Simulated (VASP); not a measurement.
Write the native input for VASP 6.6.1 that does the following.

```yaml
Task: single point
Functional: LDA
Potentials_or_basis: VASP PAW LDA potentials, release 64 (Fe, O)
Cutoff: 520 eV
k_mesh: 11 × 11 × 11
Occupations: fermi-dirac, width 0.05 eV
Spin: collinear spin, ferromagnetic start
Starting_moments: "[3.0, 0.0] μB"
Dipole_correction: no
Further_INCAR_settings: ALGO = Normal; EDIFF = 1e-06; NBANDS = 18
```

The structure of FeO lies in POSCAR:

```
FeO
1.0
    1.5086271663      0.8710063006      2.5026668604
   -1.5086271663      0.8710063006      2.5026668604
    0.0000000000     -1.7420126011      2.5026668604
Fe O
1 1
Direct
    0.0000000000      0.0000000000      0.0000000000
    0.5000000000      0.5000000000      0.5000000000
```

The input as run:

INCAR

```
PREC = Accurate
ENCUT = 520
EDIFF = 1E-6
ISMEAR = -1
SIGMA = 0.05
LREAL = False
LASPH = True
NELM = 150
ALGO = Normal
ISIF = 2
LWAVE = False
LCHARG = False
ISPIN = 2
MAGMOM = 3 0
LORBIT = 11
LMAXMIX = 4
NBANDS = 18
```

KPOINTS

```
Automatic mesh
0
Gamma
  11 11 11
```

Potentials or basis: VASP PAW LDA potentials, release 64 (Fe, O).

The run is started by

```bash
$ cat potpaw_LDA.64/Fe/POTCAR potpaw_LDA.64/O/POTCAR > POTCAR
$ mpirun -np 1 vasp_std > vasp.out
```

It gave:

```json
{
  "Pressure": "-13.1 GPa",
  "Band gap on the k mesh": "zero (filled and empty bands overlap)",
  "Net moment": "3.98 μB per cell",
  "Site moments": "Fe +3.56; O +0.32 μB",
  "Valence electrons inside the program's atomic spheres": "Fe 6.79; O 4.96"
}
```

Caveat: the cell stands under tension; a cell with one magnetic atom can't hold antiferromagnetic order, which such compounds often take; semilocal functionals often make such compounds metallic where correlation or magnetic order opens a gap, which also shifts bond lengths.

Wall time 64 s on 1 thread of Intel(R) Xeon(R) Platinum 8259CL CPU @ 2.50GHz (Skylake/Cascade Lake), on a shared host, peak memory 0.19 GiB.
